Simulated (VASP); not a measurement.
The system is Be.

```
Be
1.0
     2.16197    0.00000    0.00000
    -1.08099    1.87232    0.00000
     0.00000    0.00000    2.03226
Be
1
Direct
  0.00000 0.00000 0.00000
```

| Quantity | Value |
| --- | --- |
| Program | VASP 6.6.1 |
| Task | relaxation of cell and atoms |
| Functional | PBE |
| Potentials or basis | VASP PAW PBE potentials, release 64 (Be) |
| Cutoff | 600 eV |
| k mesh | 20 × 20 × 18 |
| Occupations | fermi-dirac, width 0.05 eV |
| Spin | no spin polarisation |

At the start: pressure 11.1 GPa; volume 8.23 Å³/atom.

Task: Where does the relaxation end?

Result: Over 11 steps the energy falls by 210.1 meV/atom and the volume is 9.82 Å³/atom (+19.3 %); space group P6/mmm (No. 191, to 0.05 Å).

Step by step:
```csv
step,energy change (eV),largest force (eV/Å),pressure (GPa),volume (Å³)
1,0.0000,0.0000,11.10,8.23
2,-0.1700,0.0000,4.77,8.89
3,-0.2018,0.0000,3.41,9.24
4,-0.2064,0.0000,3.20,9.40
5,-0.2070,0.0000,3.16,9.49
6,-0.2069,0.0000,3.15,9.51
7,-0.2098,0.0000,-0.71,9.86
8,-0.2100,0.0000,0.06,9.79
9,-0.2100,0.0000,0.00,9.79
10,-0.2100,0.0000,-0.02,9.80
11,-0.2101,0.0000,-0.05,9.82
```

Final structure:
```xyz
1
Lattice="2.1448 0.0000 0.0000 -1.0724 1.8575 0.0000 0.0000 0.0000 2.4637" Properties=species:S:1:pos:R:3 pbc="T T T"
Be   -1.0724    1.8575    0.0000
```

Caveat: the volume moved by over 15 % at a fixed basis, so the end points are rough.
